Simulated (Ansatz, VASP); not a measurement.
Ge in VASP and in Ansatz

The input INCAR:

```
SYSTEM = Ge
PREC     = Accurate       ! precision mode
ENCUT    = 520            ! plane-wave cutoff, eV
EDIFF    = 1E-6           ! SCF threshold, eV
ISMEAR   = 0              ! smearing method
SIGMA    = 0.15           ! smearing width, eV
LREAL    = .FALSE.        ! projectors in reciprocal space
LASPH    = .TRUE.         ! aspherical terms in the spheres
NELM     = 60             ! most SCF steps
ALGO     = Normal         ! electronic algorithm
ISIF     = 2              ! what is computed and relaxed
LWAVE    = .FALSE.        ! write WAVECAR
LCHARG   = .FALSE.        ! write CHGCAR
GGA      = PE             ! functional
NBANDS   = 21             ! bands
```

KPOINTS

```
Automatic mesh
0
G
  14 14 14
  0 0 0
```

Contents of POSCAR:

```
Ge
1.0
    0.0000000000      2.8015722462      2.8015722462
    2.8015722462      0.0000000000      2.8015722462
    2.8015722462      2.8015722462      0.0000000000
Ge
2
Direct
    0.5000000000      0.5000000000      0.5000000000
    0.7500000000      0.7500000000      0.7500000000
```

Input for Ansatz:

```yaml
crystal:
  lattice:
    - [0.0, 2.8015722462, 2.8015722462]
    - [2.8015722462, 0.0, 2.8015722462]
    - [2.8015722462, 2.8015722462, 0.0]
  atoms:
    - { symbol: Ge, position: [0.5, 0.5, 0.5] }
    - { symbol: Ge, position: [0.75, 0.75, 0.75] }
basis:
  ecutwfc: 420
kpoints:
  mp_grid: { grid: [14, 14, 14] }
hamiltonian:
  xc: pbe
scf:
  occupations: { method: gaussian, width: 0.15 }
output:
  forces: true
  stress: true
  eigenvalues: true
  write_density: true
  write_potential: true
  elf: true
  volumetric_format: npy
```

Alike in both runs: task single point; functional PBE; k mesh 14 × 14 × 14; occupations gaussian, width 0.15 eV; no spin polarisation.

|  | VASP | Ansatz |
| --- | --- | --- |
| version | VASP 6.6.1 | Ansatz 0.2.0 |
| potentials or method | VASP PAW PBE potentials, release 64 (Ge_d), cutoff 520 eV | scalar-relativistic, plane waves, PAW |
| valence electrons in the cell | 28 | 28 |

```tsv
	VASP	Ansatz	Ansatz less VASP
gap on the k mesh at the Fermi level (eV)	0.28	0.27	-0.005
least direct gap on the mesh (eV)	0.30	0.30	-0.006
pressure (GPa)	5.9	6.0	+0.07
```

The functional is the same, so the differences come from potentials, cutoffs and numerics.
